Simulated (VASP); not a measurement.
Runs of VASP 6.6.1 on Be. The structure is that of space group Fd-3m (No. 227), or close to it. The cells are those of the table. 

```tsv
task	cell	k mesh	cutoff (eV)	gap on the mesh (eV)	pressure (GPa)
single point	a = 3.493 Å, angles 60.0°, 2 atoms	13 × 13 × 13	520	none	-1.6
single point	a = 3.304 Å, angles 60.0°, 2 atoms	13 × 13 × 13	520	none	7.3
relaxation of cell and atoms	relaxed from a = 3.141 Å, angles 60.0°, 2 atoms	12 × 12 × 12	600	none	0.1
single point	a = 3.401 Å, angles 60.0°, 2 atoms	13 × 13 × 13	520	none	(b)
single point	a = 3.447 Å, angles 60.0°, 2 atoms	12 × 12 × 12	520	none	0.1
single point	a = 3.447 Å, angles 60.0°, 2 atoms	18 × 18 × 18	520	none	0.1
single point	a = 3.537 Å, angles 60.0°, 2 atoms	13 × 13 × 13	520	none	-3.0
single point	a = 3.353 Å, angles 60.0°, 2 atoms	13 × 13 × 13	520	none	4.5
single point	a = 3.580 Å, angles 60.0°, 2 atoms	13 × 13 × 13	520	none	(a)
single point	a = 3.447 Å, angles 60.0°, 2 atoms	13 × 13 × 13	520	none	0.1
```

Alike in all rows: level PBEsol; potentials or basis VASP PAW PBE potentials, release 64 (Be); no spin polarisation; smearing fermi-dirac 0.1 eV.

Q: Fill in the values left out.

A: (a) -4.2; (b) 2.1.

Caveats: the PAW data sets were made with another functional, which shifts forces and pressure a little.

A gap of «none» marks levels without a gap at the run's occupations.
